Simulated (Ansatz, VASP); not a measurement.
## Two plane-wave programs on Te

File POSCAR:

```
Te
1.0
    5.6132497364      0.0000000000      0.0000000000
   -2.8066248682      4.8612168695      0.0000000000
    0.0000000000      0.0000000000      3.0041884488
Te
3
Direct
    1.0000000000      1.0000000000      0.0000000000
    0.3333333333      0.6666666667      0.5000000000
    0.6666666667      0.3333333333      0.5000000000
```

The input INCAR.step1:

```
SYSTEM = Te
PREC = Accurate
ENCUT = 520
ISMEAR = -1
SIGMA = 0.1
LREAL = .FALSE.
LASPH = .TRUE.
NELM = 100
NBANDS = 16
GGA = PE
ALGO = Normal
EDIFF = 1E-4
LWAVE = .TRUE.
LCHARG = .FALSE.
```

File INCAR.step2:

```
SYSTEM = Te
PREC = Accurate
ENCUT = 520
EDIFF = 1E-7
ISMEAR = -1
SIGMA = 0.1
LREAL = .FALSE.
LASPH = .TRUE.
NELM = 100
ALGO = Normal
ISIF = 2
LWAVE = .FALSE.
LCHARG = .FALSE.
METAGGA = R2SCAN
LMIXTAU = .TRUE.
NBANDS = 16
ISTART = 1
```

Contents of KPOINTS:

```
Automatic mesh
0
G
  7 7 12
  0 0 0
```

Input for Ansatz:

```yaml
crystal:
  lattice:
    - [5.6132497364, 0.0, 0.0]
    - [-2.8066248682, 4.8612168695, 0.0]
    - [0.0, 0.0, 3.0041884488]
  atoms:
    - { symbol: Te, position: [1.0, 1.0, 0.0] }
    - { symbol: Te, position: [0.3333333333, 0.6666666667, 0.5] }
    - { symbol: Te, position: [0.6666666667, 0.3333333333, 0.5] }
hamiltonian:
  xc: r2scan
  pseudopotentials:
    kind: paw
    azcp:
      Te: "pseudopotentials/Te.paw.azcp"
basis:
  ecutwfc: 500
  fft_grid_basis: typed
kpoints:
  mp_grid: { grid: [7, 7, 12], shift: [0, 0, 0] }
magnetization:
  spin_polarized: false
scf:
  occupations: { method: fermi_dirac, width: 0.1 }
  lower_state_search: "off"
output:
  stress: true
```

Alike in both runs: task single point; functional r2SCAN; k mesh 7 × 7 × 12; occupations fermi-dirac, width 0.1 eV; no spin polarisation.

|  | VASP | Ansatz |
| --- | --- | --- |
| version | VASP 6.6.1 | Ansatz 0.2.0 |
| potentials or method | VASP PAW PBE potentials, release 64 (Te), cutoff 520 eV | plane waves (500 eV) with PAW, scalar-relativistic |
| valence electrons in the cell | 18 | 48 |

Ansatz gave:

```
pressure (GPa)                                                : 5.1
traceless stress, the component that is largest in VASP (GPa) : 2.37
```

Q: Which values does VASP return?

A: Pressure (GPa): 5.1; traceless stress, the component that is largest in VASP (GPa): 2.38.

VASP's potentials were made for PBE, not for r2SCAN. VASP's potentials hold 18 valence electrons a cell and Ansatz's 48, so a difference there can come from the potentials and not from the codes.

Spin-orbit coupling is off throughout.
